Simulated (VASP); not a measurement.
A run of VASP 6.6.1:

INCAR

```
PREC = Accurate
ENCUT = 520
EDIFF = 1E-6
ISMEAR = 0
SIGMA = 0.01
LREAL = F
LASPH = T
NELM = 60
ALGO = Normal
ISIF = 2
LWAVE = F
LCHARG = F
GGA = PS
NBANDS = 35
```

Contents of KPOINTS:

```
Automatic mesh
0
Gamma
  4 4 6
```

Contents of POSCAR:

```
SnO2
1.0
    4.8510112781      0.0000000000      0.0000000000
    0.0000000000      4.9306233178      0.0000000000
    0.0000000000      0.0000000000      3.2835462855
Sn O
2 4
Direct
    0.5000000000      0.5000000000      0.5000000000
    0.0000000000      0.0000000000      0.0000000000
    0.2918550000      0.3210420000      0.0000000000
    0.7918550000      0.1789580000      0.5000000000
    0.2081450000      0.8210420000      0.5000000000
    0.7081450000      0.6789580000      0.0000000000
```

Potentials or basis: VASP PAW PBE potentials, release 64 (Sn_d, O).

Run with:

```console
$ cat potpaw_PBE.64/Sn_d/POTCAR potpaw_PBE.64/O/POTCAR > POTCAR
$ mpirun -np 1 vasp_std > vasp.out
```

Hardware: 1 thread of Intel(R) Xeon(R) 6975P-C (Granite Rapids), on a shared host.

Question: Estimate the wall time of this run.

Answer: Run time: 33 s on 1 thread of Intel(R) Xeon(R) 6975P-C (Granite Rapids) (shared host), peak memory 0.21 GiB. Counts: scf iterations 14, k points 36.
